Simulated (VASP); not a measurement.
Write the native input for VASP 6.6.1 that does the following.

* Task: relaxation of shape and atoms at fixed volume
* Functional: PBE
* Potentials or basis: VASP PAW PBE potentials, release 64 (Zr_sv, Nb_sv, N)
* Cutoff: 600 eV
* k mesh: 6 × 10 × 6
* Occupations: gaussian, width 0.1 eV
* Spin: no spin polarisation
* Dipole correction: no
* Further INCAR settings: ALGO = Normal; EDIFF = 1e-06; IBRION = 2; EDIFFG = -0.01; NSW = 50; ISIF = 4

The structure of ZrNb2N4 lies in POSCAR:

```
ZrNb2N4
1.0
    5.2100068601      0.0000000000      0.0101932676
    0.0000000000      3.1001331963      0.0000000000
   -1.6677249519      0.0000000000      5.1810594573
Zr Nb N
1 2 4
Direct
    0.0000000000      0.5000000000      0.5000000000
    0.0000000000      0.0000000000      0.0000000000
    0.5000000000      0.5000000000      0.0000000000
    0.7705351693      0.5000000000      0.7815381454
    0.2519724844      0.0000000000      0.7565717454
    0.7480275156      0.0000000000      0.2434282546
    0.2294648307      0.5000000000      0.2184618546
```

One way to write it, as run:

INCAR

```
PREC = Accurate ; ENCUT = 600
EDIFF = 1E-6 ; ISMEAR = 0
SIGMA = 0.1 ; LREAL = False
LASPH = True ; NELM = 100
ALGO = Normal ; ISIF = 4
LWAVE = False ; LCHARG = False
GGA = PE ; IBRION = 2
NSW = 50 ; EDIFFG = -0.01
```

KPOINTS

```
Automatic mesh
0
Gamma
  6 10 6
```

Potentials or basis: VASP PAW PBE potentials, release 64 (Zr_sv, Nb_sv, N).

The run is started by

```console
$ cat potpaw_PBE.64/Zr_sv/POTCAR potpaw_PBE.64/Nb_sv/POTCAR potpaw_PBE.64/N/POTCAR > POTCAR
$ mpirun -np 1 vasp_std > vasp.out
```

Results of the run:

- Energy gained by relaxing: 1.2 meV/atom
- Ionic steps: 4
- Pressure after relaxing: 6.7 GPa
- Largest force after relaxing: 0.008 eV/Å
- Band gap on the k mesh: zero (bands 29 and 30 overlap by 2.34 eV)

It took 8.9 min on 1 thread of AMD EPYC 9R45 96-Core Processor (Zen 5), on a shared host, peak memory 0.48 GiB.
